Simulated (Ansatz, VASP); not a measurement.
One calculation of CuO, two programs

The input POSCAR:

```
CuO
1.0
    2.3419500000     -1.7367000000      0.0000000000
    2.3419500000      1.7367000000      0.0000000000
   -0.7775000000      0.0000000000      5.0632500000
Cu O
2 2
Direct
    0.0000000000      0.5000000000      0.0000000000
    0.5000000000      0.0000000000      0.5000000000
    0.5279000000      0.4721000000      0.2500000000
    0.4721000000      0.5279000000      0.7500000000
```

File INCAR.step1:

```
SYSTEM = CuO
PREC = Accurate
ENCUT = 660
ISMEAR = -1
SIGMA = 0.02
LREAL = .False.
LASPH = .True.
NELM = 200
ISPIN = 2
MAGMOM = 1 -1 0 0
LMAXMIX = 4
NBANDS = 29
ISYM = 0
GGA = PE
ALGO = Normal
EDIFF = 1E-5
LWAVE = .True.
LCHARG = .False.
GGA_COMPAT = .False.
```

File INCAR.step2:

```
SYSTEM = CuO
PREC = Accurate
ENCUT = 660
EDIFF = 1E-6
ISMEAR = -1
SIGMA = 0.02
LREAL = .False.
LASPH = .True.
NELM = 200
ALGO = Normal
ISIF = 2
LWAVE = .False.
LCHARG = .False.
ISPIN = 2
MAGMOM = 1 -1 0 0
LORBIT = 11
LMAXMIX = 4
METAGGA = R2SCAN
LMIXTAU = .True.
NBANDS = 29
ISYM = 0
ISTART = 1
GGA_COMPAT = .False.
```

Contents of KPOINTS:

```
Automatic mesh
0
Gamma
  7 7 4
  0 0 0
```

Input for Ansatz:

```yaml
crystal:
  lattice:
    - [2.34195, -1.7367, 0.0]
    - [2.34195, 1.7367, 0.0]
    - [-0.7775, 0.0, 5.06325]
  atoms:
    - { symbol: Cu, position: [0.0, 0.5, 0.0], spin: 1.0 }
    - { symbol: Cu, position: [0.5, 0.0, 0.5], spin: -1.0 }
    - { symbol: O, position: [0.5279, 0.4721, 0.25] }
    - { symbol: O, position: [0.4721, 0.5279, 0.75] }
  symmetry: { detect: false, time_reversal: true }
magnetization:
  spin_polarized: true
hamiltonian:
  xc: r2scan
  pseudopotentials: { kind: paw }
basis:
  ecutwfc: 500
kpoints:
  mp_grid: { grid: [7, 7, 4] }
scf:
  occupations: { method: fermi_dirac, width: 0.02 }
  lower_state_search: "off"
output:
  forces: true
  stress: true
```

Alike in both runs: task single point; functional r2SCAN; k mesh 7 × 7 × 4; occupations fermi-dirac, width 0.02 eV; collinear spin.

|  | VASP | Ansatz |
| --- | --- | --- |
| version | VASP 6.6.1 | Ansatz 0.2.0 |
| potentials or method | VASP PAW PBE potentials, release 64 (Cu, O), cutoff 660 eV | PAW, plane waves, scalar-relativistic |
| valence electrons in the cell | 34 | 50 |

Ansatz gave:

| Item | Value |
| --- | --- |
| pressure (GPa) | 3.1 |
| traceless stress, the component that is largest in VASP (GPa) | 7.06 |
| rms of the force components (eV/Å) | 0.286 |
| net moment per atom (μB) | 0.00 |
| size of the moment on the site where the two differ most (μB) | 0.54 |

Task: Which values does VASP return?

Result: Pressure (GPa): 3.2; traceless stress, the component that is largest in VASP (GPa): 6.75; rms of the force components (eV/Å): 0.255; net moment per atom (μB): 0.00; size of the moment on the site where the two differ most (μB): 0.00.

VASP's potentials were made for PBE, not for r2SCAN. Site moments also hang on the region over which each program counts them. Atom by atom the forces differ by 0.031 eV/Å (rms over components). VASP's potentials hold 34 valence electrons a cell and Ansatz's 50, so a difference there can come from the potentials and not from the codes. Ansatz's warnings: stability check not made.
